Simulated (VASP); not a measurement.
Crystal: ZnS (base).

```
Zn S
1.0
     0.00000    2.69368    2.69368
     2.69368    0.00000    2.69368
     2.69368    2.69368    0.00000
Zn S
1 1
Direct
  0.00000 0.00000 0.00000
  0.75000 0.75000 0.75000
```

* Program: VASP 6.6.1
* Task: relaxation of cell and atoms
* Functional: PBE
* Potentials or basis: VASP PAW PBE potentials, release 64 (Zn, S)
* Cutoff: 600 eV
* k mesh: 10 × 10 × 10
* Occupations: gaussian, width 0.02 eV
* Spin: no spin polarisation

At the start: pressure 2.5 GPa; volume 19.55 Å³/atom.

Problem. Where does the relaxation end?

Solution. Over 3 steps the energy falls by 4.9 meV/atom and the volume is 20.20 Å³/atom (+3.4 %); space group F-43m (No. 216, to 0.05 Å).

Step by step:
```csv
step,energy change (eV),largest force (eV/Å),pressure (GPa),volume (Å³)
1,0.0000,0.0000,2.49,39.09
2,-0.0089,0.0000,-0.70,40.83
3,-0.0099,0.0000,0.00,40.40
```

Final structure:
```
Zn S
1.0
     0.00000    2.72354    2.72354
     2.72354    0.00000    2.72354
     2.72354    2.72354    0.00000
Zn S
1 1
Cartesian
  0.0000 0.0000 0.0000
  4.0853 4.0853 4.0853
```
